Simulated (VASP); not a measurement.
Here is a VASP 6.6.1 calculation.

Contents of INCAR:

```
SYSTEM = Ge3Pd
PREC = Accurate ; ENCUT = 520
EDIFF = 1E-6 ; ISMEAR = -1
SIGMA = 0.05 ; LREAL = .FALSE.
LASPH = .TRUE. ; NELM = 60
ALGO = Normal ; ISIF = 2
LWAVE = .FALSE. ; LCHARG = .TRUE.
GGA = PS ; LELF = .TRUE.
LVHAR = .TRUE. ; NBANDS = 34
```

The input KPOINTS:

```
Automatic mesh
0
G
  7 7 7
  0 0 0
```

File POSCAR:

```
Ge3Pd
1.0
    4.1420230000      0.0000000000      0.0000000000
    0.0000000000      4.1420230000      0.0000000000
    0.0000000000      0.0000000000      4.1420230000
Pd Ge
1 3
Direct
    0.0000000000      0.0000000000      0.0000000000
    0.5000000000      0.5000000000      0.0000000000
    0.5000000000      0.0000000000      0.5000000000
    0.0000000000      0.5000000000      0.5000000000
```

Potentials or basis: VASP PAW PBE potentials, release 64 (Pd, Ge_d).

Command:

```sh
$ cat potpaw_PBE.64/Pd/POTCAR potpaw_PBE.64/Ge_d/POTCAR > POTCAR
$ mpirun -np 1 vasp_std > vasp.out
```

**Question.** What does it give for the pressure?

**Answer.** -4.6 GPa.

**Question.** Estimate the band gap on the k mesh.

**Answer.** Zero (band 26 reaches 7.51 eV, above the bottom of band 27 at 5.98 eV).

Caveat: the PAW data sets were made with another functional, which shifts forces and pressure a little.
